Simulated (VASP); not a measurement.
Set up this calculation in VASP 6.6.1, as the native input.

| Item | Value |
| --- | --- |
| Task | single point |
| Functional | LDA |
| Potentials or basis | VASP PAW LDA potentials, release 64 (O) |
| Cutoff | 600 eV |
| k mesh | 18 × 18 × 18 |
| Occupations | fermi-dirac, width 0.05 eV |
| Spin | no spin polarisation |
| Dipole correction | no |
| Further INCAR settings | ALGO = Normal; EDIFF = 1e-06; NBANDS = 9 |

The structure of O lies in POSCAR:

```
O
1.0
    1.6368150302      0.0000000000      0.0000000000
    0.0000000000      1.6368150302      0.0000000000
    0.0000000000      0.0000000000      1.6368150302
O
1
Direct
    0.0000000000      0.0000000000      0.0000000000
```

The input as run:

INCAR

```
SYSTEM = O
PREC = Accurate
ENCUT = 600
EDIFF = 1E-6
ISMEAR = -1
SIGMA = 0.05
LREAL = .FALSE.
LASPH = .TRUE.
NELM = 120
ALGO = Normal
ISIF = 2
LWAVE = .FALSE.
LCHARG = .FALSE.
GGA = CA
NBANDS = 9
GGA_COMPAT = .FALSE.
```

KPOINTS

```
Automatic mesh
0
G
  18 18 18
  0 0 0
```

Potentials or basis: VASP PAW LDA potentials, release 64 (O).

The run is started by

```bash
$ cat potpaw_LDA.64/O/POTCAR > POTCAR
$ mpirun -np 1 vasp_std > vasp.out
```

Results of the run:

```yaml
Pressure: 334.4 GPa
Band_gap_on_the_k_mesh: zero (bands 3 and 4 overlap by 11.56 eV)
```

Caveat: the cell stands under pressure.

Run time: 3.9 s on 1 thread of Intel(R) Xeon(R) Platinum 8259CL CPU @ 2.50GHz (Skylake/Cascade Lake) (shared host), peak memory 0.11 GiB.
